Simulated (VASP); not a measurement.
Input of a VASP 6.6.1 run:

Contents of INCAR:

```
  ALGO = Normal
  EDIFF = 1E-6
  ENCUT = 520
  ISIF = 2
  ISMEAR = 0
  LASPH = T
  LCHARG = F
  LREAL = F
  LWAVE = F
  NBANDS = 16
  NELM = 80
  PREC = Accurate
  SIGMA = 0.02
```

KPOINTS

```
k-points
0
Gamma
  10 10 10
```

File POSCAR:

```
GaAs
1.0
    0.0000000000      2.8015691422      2.8015691422
    2.8015691422      0.0000000000      2.8015691422
    2.8015691422      2.8015691422      0.0000000000
Ga As
1 1
Direct
    0.0000000000      0.0000000000      0.0000000000
    0.7500000000      0.7500000000      0.7500000000
```

Potentials or basis: VASP PAW LDA potentials, release 64 (Ga_d, As).

Command:

```bash
$ cat potpaw_LDA.64/Ga_d/POTCAR potpaw_LDA.64/As/POTCAR > POTCAR
$ mpirun -np 1 vasp_std > vasp.out
```

(1) Estimate the band gap on the k mesh.

(2) What does it give for the pressure?

## Answers

(1) 0.54 eV, direct.

(2) 0.3 GPa.
